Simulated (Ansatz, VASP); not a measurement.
## LuPd: VASP beside Ansatz

```
Lu Pd
1.0
     3.41500    0.00000    0.00000
     0.00000    3.41500    0.00000
     0.00000    0.00000    3.44915
Lu Pd
1 1
Direct
  0.00000 0.00000 0.00000
  0.50000 0.50000 0.50000
```

Change from the starting cell: zz strain of +1 %.

Alike in both runs: task single point; functional PBEsol; k mesh 10 × 10 × 10; occupations fermi-dirac, width 0.05 eV; no spin polarisation.

|  | VASP | Ansatz |
| --- | --- | --- |
| version | VASP 6.6.1 | Ansatz 0.2.0 |
| potentials or method | VASP PAW PBE potentials, release 64 (Lu, Pd), cutoff 520 eV | all-electron LAPW, scalar-relativistic |

Ansatz gave:

| Item | Value |
| --- | --- |
| pressure (GPa) | -3.2 |
| traceless stress, the component that is largest in VASP (GPa) | -0.19 |

Task: Estimate VASP's values.

Result: Pressure (GPa): -3.0; traceless stress, the component that is largest in VASP (GPa): -0.20.

VASP's potentials were made for PBE, not for PBEsol. Ansatz ran all-electron here, and VASP with PAW potentials.

Spin-orbit coupling is off throughout.
